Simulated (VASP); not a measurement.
# Rb2NaGaCl6 (Fm-3m) in VASP: relaxation of volume and atoms at fixed shape with LDA

Aim: the relaxation of volume and atoms at fixed shape of Rb2NaGaCl6 with LDA.

Everything below comes from runs of VASP 6.6.1. Logs are shortened: lines on timing, memory, paths and dates and some standing lists are left out, and cuts for length are marked.

## 1. The cell of the first run

It takes space group Fm-3m (No. 225, cubic). The conventional cell has a = 10.358 Å, b = 10.358 Å, c = 10.358 Å, α = 90.00°, β = 90.00°, γ = 90.00°. Rb (site symmetry -43m) has 12 Cl at 3.67 Å and 4 Na at 4.49 Å and 4 Ga at 4.49 Å within 4.8 Å. Na (site symmetry m-3m) has 6 Cl at 2.78 Å within 3.7 Å. Within 3.2 Å of Ga (site symmetry m-3m) lie 6 Cl at 2.40 Å. Within 3.2 Å of Cl (site symmetry 4mm) lie 1 Ga at 2.40 Å and 1 Na at 2.78 Å.

## 2. Relaxation of volume and atoms at fixed shape, LDA

Contents of INCAR:

```
SYSTEM = Rb2NaGaCl6
PREC = Accurate
ENCUT = 600
EDIFF = 1E-6
ISMEAR = -1
SIGMA = 0.1
LREAL = .False.
LASPH = .True.
NELM = 100
ALGO = Normal
ISIF = 8
LWAVE = .False.
LCHARG = .False.
GGA = CA
IBRION = 2
NSW = 80
EDIFFG = -0.001
```

Contents of KPOINTS:

```
regular mesh
0
Gamma
  3 3 3
  0 0 0
```

Contents of POSCAR:

```
Rb2NaGaCl6
1.0
    0.0000000000      5.1789000000      5.1789000000
    5.1789000000      0.0000000000      5.1789000000
    5.1789000000      5.1789000000      0.0000000000
Rb Na Ga Cl
2 1 1 6
Direct
    0.7500000000      0.7500000000      0.7500000000
    0.2500000000      0.2500000000      0.2500000000
    0.5000000000      0.5000000000      0.5000000000
    0.0000000000      0.0000000000      0.0000000000
    0.7683400000      0.2316600000      0.2316600000
    0.2316600000      0.2316600000      0.7683400000
    0.2316600000      0.7683400000      0.7683400000
    0.2316600000      0.7683400000      0.2316600000
    0.7683400000      0.2316600000      0.7683400000
    0.7683400000      0.7683400000      0.2316600000
```

Potentials or basis: VASP PAW LDA potentials, release 64 (Rb_sv, Na_pv, Ga_d, Cl).

Command:

```console
$ cat potpaw_LDA.64/Rb_sv/POTCAR potpaw_LDA.64/Na_pv/POTCAR potpaw_LDA.64/Ga_d/POTCAR potpaw_LDA.64/Cl/POTCAR > POTCAR
$ mpirun -np 1 vasp_std > vasp.out
```

OUTCAR:

```text
SYSTEM = Rb2NaGaCl6
   PREC = Accurate
   ENCUT = 600
   EDIFF = 1E-6
   ISMEAR = -1
   LREAL = .False.
   LASPH = .True.
   NELM = 100
   ISIF = 8
   GGA = CA
   IBRION = 2
   NSW = 80
   EDIFFG = -0.001

 ion  position               nearest neighbor table
   1  0.750  0.750  0.750-   7 3.67   9 3.67  10 3.67   5 3.67   8 3.67  10 3.67   5 3.67   6 3.67
                             9 3.67   6 3.67   7 3.67   8 3.67   2 5.18   2 5.18   2 5.18   2 5.18
   2  0.250  0.250  0.250-   5 3.67   9 3.67  10 3.67   7 3.67   8 3.67  10 3.67   6 3.67   7 3.67
                             9 3.67   5 3.67   6 3.67   8 3.67   1 5.18   1 5.18   1 5.18   1 5.18
   3  0.500  0.500  0.500-
   4  0.000  0.000  0.000-   5 2.40   6 2.40   7 2.40   8 2.40   9 2.40  10 2.40
   5  0.768  0.232  0.232-   4 2.40   1 3.67   2 3.67   1 3.67   2 3.67
   6  0.232  0.232  0.768-   4 2.40   1 3.67   2 3.67   1 3.67   2 3.67
   7  0.232  0.768  0.768-   4 2.40   1 3.67   1 3.67   2 3.67   2 3.67
   8  0.232  0.768  0.232-   4 2.40   1 3.67   2 3.67   1 3.67   2 3.67
   9  0.768  0.232  0.768-   4 2.40   1 3.67   1 3.67   2 3.67   2 3.67
  10  0.768  0.768  0.232-   4 2.40   1 3.67   1 3.67   2 3.67   2 3.67

  LATTYP: Found a face centered cubic cell.
 ALAT       =    10.3578000000

  Lattice vectors:

 A1 = (   0.0000000000,   5.1789000000,   5.1789000000)
 A2 = (   5.1789000000,   0.0000000000,   5.1789000000)
 A3 = (   5.1789000000,   5.1789000000,   0.0000000000)

Analysis of symmetry for initial positions (statically):
=====================================================================
 Subroutine PRICEL returns:
 Original cell was already a primitive cell.

 Routine SETGRP: Setting up the symmetry group for a
 face centered cubic supercell.

 Subroutine GETGRP returns: Found 48 space group operations
 (whereof 48 operations were pure point group operations)
 out of a pool of 48 trial point group operations.

The static configuration has the point symmetry O_h .

Analysis of symmetry for dynamics (positions and initial velocities):
=====================================================================
 Subroutine PRICEL returns:
 Original cell was already a primitive cell.

 Routine SETGRP: Setting up the symmetry group for a
 face centered cubic supercell.

 Subroutine GETGRP returns: Found 48 space group operations
 (whereof 48 operations were pure point group operations)
 out of a pool of 48 trial point group operations.

The dynamic configuration has the point symmetry O_h .

 Subroutine INISYM returns: Found 48 space group operations
 (whereof 48 operations are pure point group operations),
 and found     1 'primitive' translations

----------------------------------------------------------------------------------------

[... 95 lines left out ...]
   POTIM  = 0.5000    time-step for ionic-motion
   TEBEG  =    0.0;   TEEND  =   0.0 temperature during run
   PSTRESS=    0.0 pullay stress
   NELECT =      80.0000    total number of electrons
   NUPDOWN=      -1.0000    fix difference up-down
   EMIN   =  10.00;   EMAX   =-10.00  energy-range for DOS
   EFERMI =   0.00;   METHOD = LEGACY
   ISMEAR =    -1;   SIGMA  =   0.10  broadening in eV -4-tet -1-fermi 0-gaus
   EFERMI_NEDOS =   21; number of points for ismear=-14 and -15
   IALGO  =     38    algorithm
   IMIX   =      4    mixing-type and parameters
     AMIX     =   0.40;   BMIX     =  1.00
     AMIX_MAG =   1.60;   BMIX_MAG =  1.00
  volume/ion in A,a.u.               =      27.78       187.47
  Fermi-wavevector in a.u.,A,eV,Ry     =   1.081079  2.042942 15.901552  1.168731
  Thomas-Fermi vector in A             =   2.217086
   LORBIT       =      0    0 simple, 1 ext, 2 COOP (PROOUT), +10 PAW based schemes
   GGA     = CA    functional components
   LHFCALC =     F    Hartree Fock is set to
   AEXX    =    0.0000 exact exchange contribution
   IVDW    =     0    specifies the selected vdW correction
   LEPSILON=     F    determine dielectric tensor
   LRPA    =     F    only Hartree local field effects (RPA)
 conjugate gradient relaxation of ions
 non-spin polarized calculation
  energy-cutoff  :      600.00
  volume of cell :      277.81
 maximum number of plane-waves:      9305
 NGX is ok and might be reduce to    60
   NGX = 29   NGY = 29   NGZ = 29

--------------------------------------- Ionic step        1  -------------------------------------------

 number of electron      79.9999987 magnetization

 Free energy of the ion-electron system (eV)
  ---------------------------------------------------
  ext. energy  EPLUGINS =         0.00000000
  ---------------------------------------------------
  free energy    TOTEN  =       -36.76875037 eV

  energy without entropy =      -36.76874685  energy(sigma->0) =      -36.76874861

------------------------ aborting loop because EDIFF is reached ----------------------------------------

  FORCE on cell =-STRESS in cart. coord.  units (eV):
  Direction    XX          YY          ZZ          XY          YZ          ZX
  --------------------------------------------------------------------------------------
  -------------------------------------------------------------------------------------
  Total       -5.6210101     -5.6210101     -5.6210101     -0.0000000      0.0000000      0.0000000
  in kB      -32.4177133    -32.4177133    -32.4177133     -0.0000000      0.0000000      0.0000000
  external PRESSURE =     -32.4177133 kB  Pullay stress =       0.0000000 kB
[... 113 lines left out ...]
  FREE ENERGIE OF THE ION-ELECTRON SYSTEM (eV)
  ---------------------------------------------------
  free  energy   TOTEN  =       -37.0606071408 eV

  energy  without entropy=      -37.0606068357  energy(sigma->0) =      -37.06060699

[... ionic steps 4 to 14 ...]

--------------------------------------- Ionic step       15  -------------------------------------------

 number of electron      79.9999991 magnetization

------------------------ aborting loop because EDIFF is reached ----------------------------------------
[... 83 lines left out ...]
--------------------------------------- Ionic step       17  -------------------------------------------

 number of electron      79.9999991 magnetization

 Free energy of the ion-electron system (eV)
  ---------------------------------------------------
  ext. energy  EPLUGINS =         0.00000000
  ---------------------------------------------------
  free energy    TOTEN  =       -37.14541448 eV

  energy without entropy =      -37.14541387  energy(sigma->0) =      -37.14541417

 E-fermi :   1.7309     XC(G=0):  -9.2155

 val. band max:        0.1986512922   @ k =   0.0000   0.0000   0.0000
 cond. band min:       3.0145109875   @ k =   0.0000   0.0000   0.0000
 fundamental gap:      2.8158596952
 Fermi energy:         1.7309450997

 k-point     1 :       0.0000    0.0000    0.0000
  band No.  band energies     occupation
      1     -23.9141      2.00000
      2     -23.9060      2.00000
      3     -21.1897      2.00000
      4     -21.1897      2.00000
      5     -21.1897      2.00000
      6     -13.9290      2.00000
[... 230 lines left out ...]
  FREE ENERGIE OF THE ION-ELECTRON SYSTEM (eV)
  ---------------------------------------------------
  free  energy   TOTEN  =       -37.1454144805 eV

  energy  without entropy=      -37.1454138652  energy(sigma->0) =      -37.14541417

 reached required accuracy - stopping structural energy minimisation
```

OSZICAR:

```text
N       E                     dE             d eps       ncg     rms          rms(c)
DAV:   1     0.863639211369E+03    0.86364E+03   -0.37323E+04   392   0.187E+03
DAV:   2     0.969749535913E+02   -0.76666E+03   -0.74008E+03   464   0.457E+02
DAV:   3    -0.313331327718E+02   -0.12831E+03   -0.12617E+03   520   0.170E+02
DAV:   4    -0.378409268379E+02   -0.65078E+01   -0.64699E+01   488   0.413E+01
[... 122 lines left out ...]
       N       E                     dE             d eps       ncg     rms          rms(c)
DAV:   1    -0.371454240516E+02   -0.97229E-05   -0.23514E-04   496   0.116E-01    0.196E-02
DAV:   2    -0.371454164096E+02    0.76420E-05   -0.21344E-05   552   0.357E-02    0.769E-03
DAV:   3    -0.371454146180E+02    0.17916E-05   -0.46086E-06   400   0.155E-02    0.344E-03
DAV:   4    -0.371454144805E+02    0.13750E-06   -0.26775E-07   216   0.372E-03
  17 F= -.37145414E+02 E0= -.37145414E+02  d E =-.716514E-06
```

CONTCAR:

```text
Rb2NaGaCl6
   1.00000000000000
     0.0000000000000000    4.9505150527528032    4.9505150527528032
     4.9505150527528032    0.0000000000000000    4.9505150527528032
     4.9505150527528032    4.9505150527528032    0.0000000000000000
  Rb              Na              Ga              Cl
     2     1     1     6
Direct
     0.7500000000000000    0.7500000000000000    0.7500000000000000
     0.2500000000000000    0.2500000000000000    0.2500000000000000
     0.5000000000000000    0.5000000000000000    0.5000000000000000
     0.0000000000000000    0.0000000000000000    0.0000000000000000
     0.7642351427278663    0.2357648572721337    0.2357648572721337
     0.2357648572721337    0.2357648572721337    0.7642351427278663
     0.2357648572721337    0.7642351427278663    0.7642351427278663
     0.2357648572721337    0.7642351427278663    0.2357648572721337
     0.7642351427278663    0.2357648572721337    0.7642351427278663
     0.7642351427278663    0.7642351427278663    0.2357648572721337

  0.00000000E+00  0.00000000E+00  0.00000000E+00
  0.00000000E+00  0.00000000E+00  0.00000000E+00
  0.00000000E+00  0.00000000E+00  0.00000000E+00
  0.00000000E+00  0.00000000E+00  0.00000000E+00
  0.00000000E+00  0.00000000E+00  0.00000000E+00
  0.00000000E+00  0.00000000E+00  0.00000000E+00
  0.00000000E+00  0.00000000E+00  0.00000000E+00
  0.00000000E+00  0.00000000E+00  0.00000000E+00
  0.00000000E+00  0.00000000E+00  0.00000000E+00
  0.00000000E+00  0.00000000E+00  0.00000000E+00
```

Wall time 17 min (1 thread of Intel Xeon Platinum 8175M at 2.50GHz (Skylake/Cascade Lake), shared host); peak memory 0.44 GiB.

What came out:

- Free energy: -37.1454 eV
- Relaxed volume: 24.27 Å³/atom
- Relaxed cell: a = 7.001 Å, b = 7.001 Å, c = 7.001 Å, α = 60.00°, β = 60.00°, γ = 60.00°
- Space group after relaxing (to 0.1 Å): Fm-3m (No. 225)
- Energy gained by relaxing: 37.7 meV/atom
- Ionic steps: 17
- Pressure after relaxing: 0.0 GPa
- Band gap on the k mesh: 2.82 eV

The path:
```
step  energy change (eV)  largest force (eV/Å)  pressure (GPa)  volume (Å³)
   1              0.0000                0.2367           -3.24       277.81
   2             -0.2861                0.3524           -0.74       255.81
   3             -0.2919                0.4561           -0.28       252.73
   4             -0.3450                0.2875           -0.17       248.48
   5             -0.3761                0.0127            0.12       241.49
   6             -0.3765                0.0204            0.09       242.21
   7             -0.3765                0.0104            0.10       242.00
   8             -0.3766                0.0137           -0.03       242.70
   9             -0.3766                0.0077            0.01       242.52
  10             -0.3766                0.0086            0.00       242.55
  11             -0.3766                0.0082            0.00       242.53
  12             -0.3767                0.0043           -0.01       242.62
  13             -0.3767                0.0034           -0.01       242.65
  14             -0.3767                0.0010           -0.01       242.70
  15             -0.3767                0.0017           -0.01       242.67
  16             -0.3767                0.0006            0.01       242.62
  17             -0.3767                0.0008           -0.01       242.65
```

Final structure:
```xyz
10
Lattice="0.0000 4.9505 4.9505 4.9505 0.0000 4.9505 4.9505 4.9505 0.0000" Properties=species:S:1:pos:R:3 pbc="T T T"
Rb    7.4258    7.4258    7.4258
Rb    2.4753    2.4753    2.4753
Na    4.9505    4.9505    4.9505
Ga    0.0000    0.0000    0.0000
Cl    2.3343    4.9505    4.9505
Cl    4.9505    4.9505    2.3343
Cl    7.5667    4.9505    4.9505
Cl    4.9505    2.3343    4.9505
Cl    4.9505    7.5667    4.9505
Cl    4.9505    4.9505    7.5667
```
